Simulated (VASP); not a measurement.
# NaI in VASP: a series of runs

The runs below take NaI through single point, with PBE, LDA.

All numbers are computed with VASP 6.6.1; they aren't measurements. Logs are shortened: lines on timing, memory, paths and dates and some standing lists are left out, and cuts for length are marked.

## 1. The cell of the first run

The structure is cubic, space group Fm-3m (No. 225). Conventional cell: a = 6.429 Å, b = 6.429 Å, c = 6.429 Å, α = 90.00°, β = 90.00°, γ = 90.00°. I (site symmetry m-3m) has 6 Na at 3.21 Å within 4.2 Å. Na (site symmetry m-3m) has 6 I at 3.21 Å within 4.2 Å.

## 2. Single point, PBE (volume scaled by 0.98)

File INCAR:

```
SYSTEM = NaI
ALGO     = Normal         ! electronic algorithm
EDIFF    = 1E-6           ! SCF threshold, eV
ENCUT    = 520            ! plane-wave cutoff, eV
GGA      = PE             ! functional
ISIF     = 2              ! what is computed and relaxed
ISMEAR   = -1             ! smearing method
LASPH    = .True.         ! aspherical terms in the spheres
LCHARG   = .False.        ! write CHGCAR
LREAL    = .False.        ! projectors in reciprocal space
LWAVE    = .False.        ! write WAVECAR
NBANDS   = 14             ! bands
NELM     = 100            ! most SCF steps
PREC     = Accurate       ! precision mode
SIGMA    = 0.05           ! smearing width, eV
```

File KPOINTS:

```
k-points
0
Gamma
  7 7 7
  0 0 0
```

File POSCAR:

```
NaI
1.0
    0.0000000000      3.2146785402      3.2146785402
    3.2146785402      0.0000000000      3.2146785402
    3.2146785402      3.2146785402      0.0000000000
I Na
1 1
Direct
    0.5000000000      0.5000000000      0.5000000000
    0.0000000000      0.0000000000      0.0000000000
```

Potentials or basis: VASP PAW PBE potentials, release 64 (I, Na_pv).

Run with:

```sh
> cat potpaw_PBE.64/I/POTCAR potpaw_PBE.64/Na_pv/POTCAR > POTCAR
> mpirun -np 1 vasp_std > vasp.out
```

OUTCAR:

```text
SYSTEM = NaI
   EDIFF = 1E-6
   ENCUT = 520
   GGA = PE
   ISIF = 2
   ISMEAR = -1
   LASPH = .True.
   LREAL = .False.
   NELM = 100
   PREC = Accurate

 ion  position               nearest neighbor table
   1  0.500  0.500  0.500-
   2  0.000  0.000  0.000-

  LATTYP: Found a face centered cubic cell.
 ALAT       =     6.4293570804

  Lattice vectors:

 A1 = (   0.0000000000,   3.2146785402,   3.2146785402)
 A2 = (   3.2146785402,   0.0000000000,   3.2146785402)
 A3 = (   3.2146785402,   3.2146785402,   0.0000000000)

Analysis of symmetry for initial positions (statically):
=====================================================================
 Subroutine PRICEL returns:
 Original cell was already a primitive cell.

 Routine SETGRP: Setting up the symmetry group for a
 face centered cubic supercell.

 Subroutine GETGRP returns: Found 48 space group operations
 (whereof 48 operations were pure point group operations)
 out of a pool of 48 trial point group operations.

The static configuration has the point symmetry O_h .

Analysis of symmetry for dynamics (positions and initial velocities):
=====================================================================
 Subroutine PRICEL returns:
 Original cell was already a primitive cell.

 Routine SETGRP: Setting up the symmetry group for a
 face centered cubic supercell.

 Subroutine GETGRP returns: Found 48 space group operations
 (whereof 48 operations were pure point group operations)
 out of a pool of 48 trial point group operations.

The dynamic configuration has the point symmetry O_h .

 Subroutine INISYM returns: Found 48 space group operations
 (whereof 48 operations are pure point group operations),
 and found     1 'primitive' translations

----------------------------------------------------------------------------------------

                                     Primitive cell

  volume of cell :      66.4420

  direct lattice vectors                    reciprocal lattice vectors
     0.000000000  3.214678540  3.214678540    -0.155536547  0.155536547  0.155536547
     3.214678540  0.000000000  3.214678540     0.155536547 -0.155536547  0.155536547
     3.214678540  3.214678540  0.000000000     0.155536547  0.155536547 -0.155536547

  length of vectors
     4.546241990  4.546241990  4.546241990     0.269397202  0.269397202  0.269397202

  position of ions in fractional coordinates (direct lattice)
     0.500000000  0.500000000  0.500000000
     0.000000000  0.000000000  0.000000000

  ion indices of the primitive-cell ions
   primitive index   ion index
                 1           1
                 2           2

----------------------------------------------------------------------------------------

 KPOINTS: k-points

Automatic generation of k-mesh.
 Grid dimensions read from file:
 generate k-points for:    7    7    7

 Generating k-lattice:

  Cartesian coordinates                     Fractional coordinates (reciprocal lattice)
    -0.022219507  0.022219507  0.022219507     0.142857143  0.000000000  0.000000000
     0.022219507 -0.022219507  0.022219507     0.000000000  0.142857143  0.000000000
     0.022219507  0.022219507 -0.022219507     0.000000000  0.000000000  0.142857143

  Length of vectors
     0.038485315  0.038485315  0.038485315

  Shift w.r.t. Gamma in fractional coordinates (k-lattice)
     0.000000000  0.000000000  0.000000000

 Subroutine IBZKPT returns following result:
 ===========================================

 Found     20 irreducible k-points:

 Following reciprocal coordinates:
            Coordinates               Weight
  0.000000  0.000000  0.000000      1.000000
  0.142857  0.000000  0.000000      8.000000
  0.285714  0.000000  0.000000      8.000000
  0.428571  0.000000  0.000000      8.000000
  0.142857  0.142857  0.000000      6.000000
  0.285714  0.142857  0.000000     24.000000
[... 12 lines left out ...]
 -0.428571  0.428571  0.142857     24.000000
 -0.285714  0.428571  0.142857     24.000000
   k-points           NKPTS =     20   k-points in BZ     NKDIM =     20   number of bands    NBANDS=     14
   number of dos      NEDOS =    301   number of ions     NIONS =      2
   total plane-waves  NPLWV =  46656
   dimension x,y,z NGX =    36 NGY =   36 NGZ =   36
   dimension x,y,z NGXF=    72 NGYF=   72 NGZF=   72
   ions per type =               1   1
   NGX,Y,Z   is equivalent  to a cutoff of  13.16, 13.16, 13.16 a.u.
   NGXF,Y,Z  is equivalent  to a cutoff of  26.33, 26.33, 26.33 a.u.
 SYSTEM =  NaI
   PREC   = accura    normal or accurate (medium, high low for compatibility)
   ISTART =      0    job   : 0-new  1-cont  2-samecut
   ICHARG =      2    charge: 1-file 2-atom 10-const
   ISPIN  =      1    spin polarized calculation?
   LNONCOLLINEAR =      F non collinear calculations
   LSORBIT =      F    spin-orbit coupling
   LASPH  =      T    aspherical Exc in radial PAW
   ENCUT  =  520.0 eV  38.22 Ry    6.18 a.u.   8.45  8.45  8.45*2*pi/ulx,y,z
[... 66 lines left out ...]
      9       8.8782      0.00000
     10       8.8782      0.00000
     11       8.8782      0.00000
     12      10.7299      0.00000
     13      10.7299      0.00000
     14      11.3970      0.00000

 k-point     2 :       0.1429    0.0000    0.0000
  band No.  band energies     occupation
      1     -21.4689      2.00000
      2     -21.4679      2.00000
      3     -21.4679      2.00000
      4     -10.0631      2.00000
      5       0.3548      2.00000
      6       0.8891      2.00000
      7       0.8891      2.00000
      8       5.2984      0.00000
      9       8.4591      0.00000
     10       9.0596      0.00000
     11       9.0596      0.00000
     12      10.2540      0.00000
     13      10.2540      0.00000
     14      11.9176      0.00000

 k-point     3 :       0.2857    0.0000    0.0000
  band No.  band energies     occupation
      1     -21.4714      2.00000
      2     -21.4680      2.00000
      3     -21.4680      2.00000
      4      -9.9245      2.00000
      5      -0.6096      2.00000
      6       0.7628      2.00000
      7       0.7628      2.00000
      8       6.0241      0.00000
      9       8.6876      0.00000
     10       8.8157      0.00000
     11       8.8157      0.00000
     12      10.8034      0.00000
     13      10.8034      0.00000
     14      11.2871      0.00000

 k-point     4 :       0.4286    0.0000    0.0000
  band No.  band energies     occupation
      1     -21.4734      2.00000
      2     -21.4681      2.00000
      3     -21.4681      2.00000
      4      -9.8059      2.00000
      5      -1.2218      2.00000
      6       0.6682      2.00000
      7       0.6682      2.00000
      8       6.0603      0.00000
      9       8.4593      0.00000
     10       8.4593      0.00000
     11       9.6861      0.00000
     12      11.1724      0.00000
     13      12.4355      0.00000
     14      12.4355      0.00000

 k-point     5 :       0.1429    0.1429    0.0000
  band No.  band energies     occupation
      1     -21.4687      2.00000
      2     -21.4681      2.00000
      3     -21.4681      2.00000
      4     -10.0444      2.00000
      5       0.3518      2.00000
      6       0.7804      2.00000
      7       0.7804      2.00000
      8       5.5281      0.00000
      9       8.0518      0.00000
     10       9.2909      0.00000
     11       9.3544      0.00000
[... 208 lines left out ...]
 k-point    18 :      -0.4286    0.2857    0.1429
  band No.  band energies     occupation
      1     -21.4722      2.00000
      2     -21.4698      2.00000
      3     -21.4687      2.00000
      4      -9.7462      2.00000
      5      -0.9102      2.00000
      6      -0.0860      2.00000
      7       0.4037      2.00000
      8       7.0970      0.00000
      9       7.4391      0.00000
     10       8.6658      0.00000
     11       9.6094      0.00000
     12      11.5144      0.00000
     13      12.5268      0.00000
     14      13.7079      0.00000

 k-point    19 :      -0.4286    0.4286    0.1429
  band No.  band energies     occupation
      1     -21.4718      2.00000
      2     -21.4700      2.00000
      3     -21.4695      2.00000
      4      -9.7176      2.00000
      5      -0.8407      2.00000
      6      -0.0744      2.00000
      7       0.1337      2.00000
      8       6.2538      0.00000
      9       7.2524      0.00000
     10       9.1831      0.00000
     11      10.4733      0.00000
     12      12.1516      0.00000
     13      13.1245      0.00000
     14      14.1544      0.00000

 k-point    20 :      -0.2857    0.4286    0.1429
  band No.  band energies     occupation
      1     -21.4711      2.00000
      2     -21.4711      2.00000
      3     -21.4694      2.00000
      4      -9.7049      2.00000
      5      -0.5910      2.00000
      6      -0.5281      2.00000
      7       0.1647      2.00000
      8       6.6981      0.00000
      9       7.9972      0.00000
     10       8.9265      0.00000
     11       9.2979      0.00000
     12      12.0021      0.00000
     13      12.6024      0.00000
     14      14.6905      0.00000

------------------------ aborting loop because EDIFF is reached ----------------------------------------

  FORCE on cell =-STRESS in cart. coord.  units (eV):
  Direction    XX          YY          ZZ          XY          YZ          ZX
  --------------------------------------------------------------------------------------
  -------------------------------------------------------------------------------------
  Total        0.3344255      0.3344255      0.3344255      0.0000000      0.0000000      0.0000000
  in kB        8.0643122      8.0643122      8.0643122      0.0000000      0.0000000      0.0000000
  external PRESSURE =       8.0643122 kB  Pullay stress =       0.0000000 kB

 VOLUME and BASIS-vectors are now :
 -----------------------------------------------------------------------------
  energy-cutoff  :      520.00
  volume of cell :       66.44
      direct lattice vectors                 reciprocal lattice vectors
     0.000000000  3.214678540  3.214678540    -0.155536547  0.155536547  0.155536547
     3.214678540  0.000000000  3.214678540     0.155536547 -0.155536547  0.155536547
     3.214678540  3.214678540  0.000000000     0.155536547  0.155536547 -0.155536547

 POSITION                                       TOTAL-FORCE (eV/Angst)
 -----------------------------------------------------------------------------------
      3.21468      3.21468      3.21468         0.000000     -0.000000     -0.000000
      0.00000      0.00000      0.00000        -0.000000      0.000000      0.000000
 -----------------------------------------------------------------------------------
    total drift:                                0.000000      0.000000      0.000000

  FREE ENERGIE OF THE ION-ELECTRON SYSTEM (eV)
  ---------------------------------------------------
  free  energy   TOTEN  =        -5.3798243577 eV

  energy  without entropy=       -5.3798243577  energy(sigma->0) =       -5.37982436
```

Run time: 12 s. Hardware: 1 thread of AMD EPYC 9R14 (Zen 4), shared host; peak memory 0.18 GiB.

Results:

- Free energy: -5.3798 eV
- Pressure: 0.8 GPa
- Band gap on the k mesh: 3.70 eV, direct

Levels at points of the mesh, in eV from the valence-band top:
```tsv
k point	band 3	band 4	band 5	band 6	band 7	band 8	band 9	band 10	band 11	band 12
(0.00, 0.00, 0.00)	-22.42	-11.07	0.00	0.00	0.00	3.70	7.93	7.93	7.93	9.78
```

Caveat: the cell differs from its parent crystal (volume scaled by 0.98); spin-orbit coupling is left out, which moves the levels of the heavy elements.

## 3. Single point, PBE (atoms moved at random)

File INCAR:

```
PREC = Accurate
ENCUT = 520
EDIFF = 1E-7
ISMEAR = -1
SIGMA = 0.05
LREAL = False
LASPH = True
NELM = 60
ALGO = Normal
ISIF = 2
LWAVE = False
LCHARG = False
GGA = PE
NBANDS = 14
```

File KPOINTS:

```
Automatic mesh
0
Gamma
  7 7 7
```

File POSCAR:

```
NaI
1.0
    0.0000000000      3.2364000000      3.2364000000
    3.2364000000      0.0000000000      3.2364000000
    3.2364000000      3.2364000000      0.0000000000
I Na
1 1
Direct
    0.5002340000      0.5001800000      0.4969770000
    0.0117890000      0.0048040000     -0.0069950000
```

Potentials or basis: VASP PAW PBE potentials, release 64 (I, Na_pv).

Run with:

```sh
> cat potpaw_PBE.64/I/POTCAR potpaw_PBE.64/Na_pv/POTCAR > POTCAR
> mpirun -np 1 vasp_std > vasp.out
```

Run time: 98 s. Hardware: 1 thread of AMD EPYC 9R14 (Zen 4), shared host; peak memory 0.28 GiB.

Results (log left out):

```yaml
Free_energy: -5.3836 eV
Pressure: 0.4 GPa
Largest_force: 0.052 eV/Å
Band_gap_on_the_k_mesh: 3.64 eV, direct
```

Forces on the atoms (eV/Å):
```
I    0.002  0.022  0.047
Na  -0.002 -0.022 -0.047
```

Levels at points of the mesh, in eV from the valence-band top:
| k point | band 5 | band 6 | band 7 | band 8 | band 9 | band 10 |
| --- | --- | --- | --- | --- | --- | --- |
| (0.00, 0.00, 0.00) | 0.00 | 0.00 | 0.00 | 3.64 | 7.93 | 7.93 |

Caveat: the cell differs from its parent crystal (atoms moved at random); spin-orbit coupling is left out, which moves the levels of the heavy elements.

## 4. Single point, LDA

This run uses another cell than the first one, of 31.87 Å³/atom, 0.959 times its volume.

File INCAR:

```
  ALGO = Normal
  EDIFF = 1E-6
  ENCUT = 520
  GGA = CA
  ISIF = 2
  ISMEAR = -1
  LASPH = T
  LCHARG = T
  LELF = T
  LREAL = F
  LVHAR = T
  LWAVE = F
  NBANDS = 14
  NELM = 100
  PREC = Accurate
  SIGMA = 0.05
```

File KPOINTS:

```
k-points
0
Gamma
  6 6 6
```

File POSCAR:

```
NaI
1.0
    0.0000000000      3.1703324822      3.1703324822
    3.1703324822      0.0000000000      3.1703324822
    3.1703324822      3.1703324822      0.0000000000
I Na
1 1
Direct
    0.5000000000      0.5000000000      0.5000000000
    0.0000000000      0.0000000000      0.0000000000
```

Potentials or basis: VASP PAW LDA potentials, release 64 (I, Na_pv).

Run with:

```sh
> cat potpaw_LDA.64/I/POTCAR potpaw_LDA.64/Na_pv/POTCAR > POTCAR
> mpirun -np 1 vasp_std > vasp.out
```

It took 12 s on 1 thread of Intel Xeon 6975P-C, shared host; peak memory 0.17 GiB.

Results (log left out):

```
Free energy            : -6.0117 eV
Pressure               : -0.7 GPa
Band gap on the k mesh : 3.52 eV, direct
```

Levels at points of the mesh, in eV from the valence-band top:
```
           k point  band 3  band 4  band 5  band 6  band 7  band 8  band 9  band 10  band 11  band 12
(0.00, 0.00, 0.00)  -22.33  -11.25    0.00    0.00    0.00    3.52    7.80     7.80     7.80     9.77
(0.50, 0.00, 0.00)  -22.33  -10.87   -2.48   -0.33   -0.33    4.88    7.33     7.33     8.93    10.21
(0.50, 0.50, 0.00)  -22.33  -10.78   -2.17   -0.85   -0.85    4.31    5.26    10.02    11.40    11.40
```

Caveat: spin-orbit coupling is left out, which moves the levels of the heavy elements. LDA gaps usually lie below the measured ones, often by a third to a half.

## 5. Single point, LDA

This run uses another cell than the first one, of 32.54 Å³/atom, 0.980 times its volume.

File INCAR:

```
PREC     = Accurate       # precision mode
ENCUT    = 520            # plane-wave cutoff, eV
EDIFF    = 1E-7           # SCF threshold, eV
ISMEAR   = -1             # smearing method
SIGMA    = 0.05           # smearing width, eV
LREAL    = False          # projectors in reciprocal space
LASPH    = True           # aspherical terms in the spheres
NELM     = 100            # most SCF steps
ALGO     = Normal         # electronic algorithm
ISIF     = 2              # what is computed and relaxed
LWAVE    = False          # write WAVECAR
LCHARG   = False          # write CHGCAR
NBANDS   = 14             # bands
```

File KPOINTS:

```
regular mesh
0
Gamma
  6 6 6
```

File POSCAR:

```
NaI
1.0
    0.0000000000      3.1926595029      3.1926595029
    3.1926595029      0.0000000000      3.1926595029
    3.1926595029      3.1926595029      0.0000000000
I Na
1 1
Direct
    0.5000000000      0.5000000000      0.5000000000
    0.0000000000      0.0000000000      0.0000000000
```

Run with:

```sh
> cat potpaw_LDA.64/I/POTCAR potpaw_LDA.64/Na_pv/POTCAR > POTCAR
> mpirun -np 1 vasp_std > vasp.out
```

It took 12 s on 1 thread of Intel Xeon 6975P-C, shared host; peak memory 0.17 GiB.

Results (log left out):

- Free energy: -6.0044 eV
- Pressure: -1.1 GPa
- Band gap on the k mesh: 3.46 eV, direct

Levels at points of the mesh, in eV from the valence-band top:
| k point | band 3 | band 4 | band 5 | band 6 | band 7 | band 8 | band 9 | band 10 | band 11 | band 12 |
| --- | --- | --- | --- | --- | --- | --- | --- | --- | --- | --- |
| (0.00, 0.00, 0.00) | -22.35 | -11.19 | 0.00 | 0.00 | 0.00 | 3.46 | 7.80 | 7.80 | 7.80 | 9.73 |
| (0.50, 0.00, 0.00) | -22.35 | -10.83 | -2.40 | -0.31 | -0.31 | 4.87 | 7.31 | 7.31 | 8.77 | 10.15 |
| (0.50, 0.50, 0.00) | -22.35 | -10.75 | -2.09 | -0.82 | -0.82 | 4.29 | 5.30 | 9.88 | 11.27 | 11.27 |

Caveat: spin-orbit coupling is left out, which moves the levels of the heavy elements.

## 6. The runs side by side

```csv
level,potentials or basis,cell,k mesh,gap on the mesh (eV),pressure (GPa)
PBE,"VASP PAW PBE potentials, release 64 (I, Na_pv)","a = 4.546 Å, angles 60.0°, 2 atoms",7 × 7 × 7,3.70,0.8
PBE,"VASP PAW PBE potentials, release 64 (I, Na_pv)","a = 4.577 Å, angles 60.0°, 2 atoms",7 × 7 × 7,3.64,0.4
LDA,"VASP PAW LDA potentials, release 64 (I, Na_pv)","a = 4.484 Å, angles 60.0°, 2 atoms",6 × 6 × 6,3.52,-0.7
LDA,"VASP PAW LDA potentials, release 64 (I, Na_pv)","a = 4.515 Å, angles 60.0°, 2 atoms",6 × 6 × 6,3.46,-1.1
```

Alike in all rows: task single point; no spin polarisation; cutoff (eV) 520; smearing fermi-dirac 0.05 eV.

Caveats: spin-orbit coupling is left out, which moves the levels of the heavy elements.

Absolute energies hang on the potentials; compare differences alone.
